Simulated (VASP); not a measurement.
# TiSi2 (Fddd) in VASP: single point with PBE

Aim: the single point of TiSi2 with PBE.

Program: VASP 6.6.1. These are calculated values, not measurements. Logs are shortened: lines on timing, memory, paths and dates and some standing lists are left out, and cuts for length are marked.

### Step 1. The cell of the first run

Symmetry: Fddd, No. 70, orthorhombic system. Conventional cell: a = 4.805 Å, b = 8.291 Å, c = 8.579 Å, α = 90.00°, β = 90.00°, γ = 90.00°. Within 3.4 Å of Ti (site symmetry 222) lie 10 Si at 2.56 to 2.79 Å and 4 Ti at 3.22 Å. Si (site symmetry 2) has 9 Si at 2.54 to 3.22 Å and 5 Ti at 2.56 to 2.79 Å within 3.3 Å.

### Step 2. Single point, PBE (14.24 Å³/atom)

Input file INCAR:

```
SYSTEM = TiSi2
ALGO = Normal ; EDIFF = 1E-7
ENCUT = 520 ; GGA = PE
ISIF = 2 ; ISMEAR = -1
LASPH = .TRUE. ; LCHARG = .FALSE.
LREAL = .FALSE. ; LWAVE = .FALSE.
NBANDS = 29 ; NELM = 100
PREC = Accurate ; SIGMA = 0.05
```

Input file KPOINTS:

```
k-points
0
G
  13 13 13
  0 0 0
```

Input file POSCAR:

```
TiSi2
1.0
    0.0000000000      4.1452723180      4.2897226768
    2.4023050964      0.0000000000      4.2897226768
    2.4023050964      4.1452723180      0.0000000000
Ti Si
2 4
Direct
    0.7500000000      0.7500000000      0.7500000000
    0.5000000000      0.5000000000      0.5000000000
    0.0868558212      0.4131441788      0.0868558212
    0.4131441788      0.0868558212      0.4131441788
    0.1631441788      0.8368558212      0.1631441788
    0.8368558212      0.1631441788      0.8368558212
```

Potentials or basis: VASP PAW PBE potentials, release 64 (Ti_sv, Si).

Run with:

```
> cat potpaw_PBE.64/Ti_sv/POTCAR potpaw_PBE.64/Si/POTCAR > POTCAR
> mpirun -np 1 vasp_std > vasp.out
```

OUTCAR:

```text
SYSTEM = TiSi2
   EDIFF = 1E-7
   ENCUT = 520
   GGA = PE
   ISIF = 2
   ISMEAR = -1
   LASPH = .TRUE.
   LREAL = .FALSE.
   NELM = 100
   PREC = Accurate

 ion  position               nearest neighbor table
   1  0.750  0.750  0.750-   6 2.56   5 2.56   6 2.56   5 2.56   4 2.76   4 2.76   3 2.76   3 2.76
                             3 2.79   4 2.79
   2  0.500  0.500  0.500-   3 2.56   4 2.56   3 2.56   4 2.56   5 2.76   5 2.76   6 2.76   6 2.76
                             5 2.79   6 2.79
   3  0.087  0.413  0.087-   5 2.54   5 2.54   2 2.56   2 2.56   4 2.71   1 2.76   1 2.76   1 2.79
                             4 2.80   4 2.80
   4  0.413  0.087  0.413-   6 2.54   6 2.54   2 2.56   2 2.56   3 2.71   1 2.76   1 2.76   1 2.79
                             3 2.80   3 2.80
   5  0.163  0.837  0.163-   3 2.54   3 2.54   1 2.56   1 2.56   6 2.71   2 2.76   2 2.76   2 2.79
                             6 2.80   6 2.80
   6  0.837  0.163  0.837-   4 2.54   4 2.54   1 2.56   1 2.56   5 2.71   2 2.76   2 2.76   2 2.79
                             5 2.80   5 2.80

  LATTYP: Found a face centered orthorhombic cell.
 ALAT       =     4.8046101928
 B/A-ratio  =     1.7255394930
 C/A-ratio  =     1.7856693903

  Lattice vectors:

 A1 = (   0.0000000000,   4.1452723180,   4.2897226768)
 A2 = (   2.4023050964,   0.0000000000,   4.2897226768)
 A3 = (   2.4023050964,   4.1452723180,   0.0000000000)

Analysis of symmetry for initial positions (statically):
=====================================================================
 Subroutine PRICEL returns:
 Original cell was already a primitive cell.

 Routine SETGRP: Setting up the symmetry group for a
 face centered orthorhombic supercell.

 Subroutine GETGRP returns: Found  8 space group operations
 (whereof  4 operations were pure point group operations)
 out of a pool of  8 trial point group operations.

The static configuration has the point symmetry D_2 .
 The point group associated with its full space group is D_2h.

Analysis of symmetry for dynamics (positions and initial velocities):
=====================================================================
 Subroutine PRICEL returns:
 Original cell was already a primitive cell.

 Routine SETGRP: Setting up the symmetry group for a
 face centered orthorhombic supercell.

 Subroutine GETGRP returns: Found  8 space group operations
 (whereof  4 operations were pure point group operations)
 out of a pool of  8 trial point group operations.

The dynamic configuration has the point symmetry D_2 .
 The point group associated with its full space group is D_2h.

[... 109 lines left out ...]
   NSW    =      0    number of steps for IOM
   IBRION =     -1    ionic relax: 0-MD 1-quasi-New 2-CG
   NFREE  =      0    steps in history (QN), initial steepest desc. (CG)
   ISIF   =      2    stress and relaxation
   ISYM   =      2    0-nonsym 1-usesym 2-fastsym
   POTIM  = 0.5000    time-step for ionic-motion
   TEBEG  =    0.0;   TEEND  =   0.0 temperature during run
   PSTRESS=    0.0 pullay stress
   NELECT =      40.0000    total number of electrons
   NUPDOWN=      -1.0000    fix difference up-down
   EMIN   =  10.00;   EMAX   =-10.00  energy-range for DOS
   EFERMI =   0.00;   METHOD = LEGACY
   ISMEAR =    -1;   SIGMA  =   0.05  broadening in eV -4-tet -1-fermi 0-gaus
   EFERMI_NEDOS =   21; number of points for ismear=-14 and -15
   IALGO  =     38    algorithm
   IMIX   =      4    mixing-type and parameters
     AMIX     =   0.40;   BMIX     =  1.00
     AMIX_MAG =   1.60;   BMIX_MAG =  1.00
  volume/ion in A,a.u.               =      14.24        96.09
  Fermi-wavevector in a.u.,A,eV,Ry     =   1.271202  2.402224 21.986408  1.615955
  Thomas-Fermi vector in A             =   2.404148
   LORBIT       =      0    0 simple, 1 ext, 2 COOP (PROOUT), +10 PAW based schemes
   GGA     = PE    functional components
   LHFCALC =     F    Hartree Fock is set to
   AEXX    =    0.0000 exact exchange contribution
   IVDW    =     0    specifies the selected vdW correction
   LEPSILON=     F    determine dielectric tensor
   LRPA    =     F    only Hartree local field effects (RPA)
 non-spin polarized calculation
  energy-cutoff  :      520.00
  volume of cell :       85.44
 maximum number of plane-waves:      2323
 NGX is ok and might be reduce to    48
   NGX = 23   NGY = 19   NGZ = 17

 number of electron      39.9999998 magnetization

 Free energy of the ion-electron system (eV)
  ---------------------------------------------------
  ext. energy  EPLUGINS =         0.00000000
  ---------------------------------------------------
  free energy    TOTEN  =       -40.71024909 eV

  energy without entropy =      -40.69099153  energy(sigma->0) =      -40.70062031

 E-fermi :   9.9732     XC(G=0): -11.6553

 val. band max:        9.9719413864   @ k =   0.3077   0.0000  -0.0000
 cond. band min:       9.9765470593   @ k =  -0.3077   0.1538   0.2308
 fundamental gap:      0.0046056729
 Fermi energy:         9.9732052915

 k-point     1 :       0.0000    0.0000    0.0000
  band No.  band energies     occupation
      1     -46.3549      2.00000
      2     -46.3288      2.00000
      3     -22.7221      2.00000
      4     -22.7203      2.00000
      5     -22.6379      2.00000
      6     -22.6240      2.00000
[... 757 lines left out ...]
     28      13.9712      0.00000
     29      14.1812      0.00000

 [... further k-points ...]

------------------------ aborting loop because EDIFF is reached ----------------------------------------

  FORCE on cell =-STRESS in cart. coord.  units (eV):
  Direction    XX          YY          ZZ          XY          YZ          ZX
  --------------------------------------------------------------------------------------
  -------------------------------------------------------------------------------------
  Total       -0.0812621     -0.4878616     -0.4535957      0.0000000      0.0000000      0.0000000
  in kB       -1.5239062     -9.1488564     -8.5062679      0.0000000      0.0000000      0.0000000
  external PRESSURE =      -6.3930102 kB  Pullay stress =       0.0000000 kB

 VOLUME and BASIS-vectors are now :
 -----------------------------------------------------------------------------
  energy-cutoff  :      520.00
  volume of cell :       85.44
      direct lattice vectors                 reciprocal lattice vectors
     0.000000000  4.145272318  4.289722677    -0.208133430  0.120619337  0.116557651
     2.402305096  0.000000000  4.289722677     0.208133430 -0.120619337  0.116557651
     2.402305096  4.145272318  0.000000000     0.208133430  0.120619337 -0.116557651

 POSITION                                       TOTAL-FORCE (eV/Angst)
 -----------------------------------------------------------------------------------
      3.60346      6.21791      6.43458         0.000000      0.000000      0.000000
      2.40231      4.14527      4.28972        -0.000000      0.000000     -0.000000
      1.20115      0.72008      2.14486        -0.000000      0.008708     -0.000000
      1.20115      3.42519      2.14486        -0.000000     -0.008708     -0.000000
      2.40231      1.35255      4.28972         0.000000     -0.008708     -0.000000
      2.40231      6.93799      4.28972         0.000000      0.008708     -0.000000
 -----------------------------------------------------------------------------------
    total drift:                               -0.000000     -0.000000     -0.000000

  FREE ENERGIE OF THE ION-ELECTRON SYSTEM (eV)
  ---------------------------------------------------
  free  energy   TOTEN  =       -40.7102490923 eV

  energy  without entropy=      -40.6909915277  energy(sigma->0) =      -40.70062031
```

OSZICAR:

```text
N       E                     dE             d eps       ncg     rms          rms(c)
DAV:   1     0.387846816489E+03    0.38785E+03   -0.18795E+04 19894   0.146E+03
DAV:   2     0.149279440050E+01   -0.38635E+03   -0.37581E+03 20029   0.427E+02
DAV:   3    -0.408538579989E+02   -0.42347E+02   -0.41464E+02 33344   0.119E+02
DAV:   4    -0.442090357768E+02   -0.33552E+01   -0.33371E+01 28303   0.298E+01
DAV:   5    -0.444163502993E+02   -0.20731E+00   -0.20725E+00 30421   0.631E+00    0.182E+01
DAV:   6    -0.414446691544E+02    0.29717E+01   -0.34698E+01 28321   0.408E+01    0.715E+00
DAV:   7    -0.407952795667E+02    0.64939E+00   -0.70010E+00 27149   0.194E+01    0.509E+00
DAV:   8    -0.407320201856E+02    0.63259E-01   -0.89965E-01 27173   0.736E+00    0.149E+00
DAV:   9    -0.407094439586E+02    0.22576E-01   -0.18308E-01 27234   0.351E+00    0.514E-01
DAV:  10    -0.407107283477E+02   -0.12844E-02   -0.76498E-03 26499   0.641E-01    0.268E-01
DAV:  11    -0.407104514887E+02    0.27686E-03   -0.74999E-03 28712   0.643E-01    0.168E-01
DAV:  12    -0.407102494497E+02    0.20204E-03   -0.15006E-03 27678   0.302E-01    0.168E-02
DAV:  13    -0.407102497585E+02   -0.30872E-06   -0.34143E-05 25727   0.500E-02    0.146E-02
DAV:  14    -0.407102493185E+02    0.43993E-06   -0.27240E-06 26693   0.135E-02    0.398E-03
DAV:  15    -0.407102490667E+02    0.25179E-06   -0.11874E-06 28007   0.742E-03    0.368E-04
DAV:  16    -0.407102490923E+02   -0.25606E-07   -0.32367E-08 15023   0.148E-03
   1 F= -.40710249E+02 E0= -.40700620E+02  d E =-.192576E-01
```

Run time: 31 min. Hardware: 1 thread of Intel Xeon 8259CL, shared host; peak memory 0.76 GiB.

Results:

| Quantity | Value |
| --- | --- |
| Free energy | -40.7102 eV |
| Pressure | -0.6 GPa |
| Largest force | 0.009 eV/Å |
| Band gap on the k mesh | zero (bands 20 and 21 overlap by 1.85 eV) |

Forces on the atoms (eV/Å):
```
Ti   0.000  0.000  0.000
Ti   0.000  0.000  0.000
Si   0.000  0.009  0.000
Si   0.000 -0.009  0.000
Si   0.000 -0.009  0.000
Si   0.000  0.009  0.000
```
